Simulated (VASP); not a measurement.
Crystal: TaSi2.

```xyz
6
Lattice="4.5280 0.0000 0.0000 -2.2640 3.9214 0.0000 0.0000 0.0000 5.6514" Properties=species:S:1:pos:R:3 pbc="T T T"
Ta    0.0000    2.6143    1.4129
Ta    2.2640    1.3071    4.2386
Si    0.0000    2.6143    4.2386
Si    2.2640    1.3071    1.4129
Si    0.0000    0.0000    0.0000
Si    0.0000    0.0000    2.8257
```

```yaml
Program: VASP 6.6.1
Task: relaxation of cell and atoms
Functional: PBE
Potentials_or_basis: VASP PAW PBE potentials, release 64 (Ta_pv, Si)
Cutoff: 600 eV
k_mesh: 6 × 6 × 4
Occupations: gaussian, width 0.1 eV
Spin: no spin polarisation
```

At the start: pressure -9.3 GPa; volume 16.72 Å³/atom.

Task: How do energy, volume and symmetry change on relaxing?

Result: Over 7 steps the energy falls by 160.8 meV/atom and the volume is 15.35 Å³/atom (-8.2 %); space group P6_3/mmc (No. 194, to 0.05 Å).

Step by step:
| step | energy change (eV) | largest force (eV/Å) | pressure (GPa) | volume (Å³) |
| --- | --- | --- | --- | --- |
| 1 | 0.0000 | 0.0000 | -9.27 | 100.35 |
| 2 | -0.7509 | 0.0000 | 9.74 | 86.65 |
| 3 | -0.7781 | 0.0000 | 5.77 | 88.52 |
| 4 | -0.8544 | 0.0000 | 3.93 | 90.78 |
| 5 | -0.9370 | 0.0000 | 4.00 | 89.91 |
| 6 | -0.9386 | 0.0000 | -3.37 | 94.30 |
| 7 | -0.9648 | 0.0000 | 0.06 | 92.08 |

Final structure:
```
Ta Si
1.0
     4.59889    0.00000    0.00000
    -2.29945    3.98276    0.00000
     0.00000    0.00000    5.02749
Ta Si
2 4
Direct
  0.33333 0.66667 0.25000
  0.66667 0.33333 0.75000
  0.33333 0.66667 0.75000
  0.66667 0.33333 0.25000
  0.00000 0.00000 0.00000
  0.00000 0.00000 0.50000
```
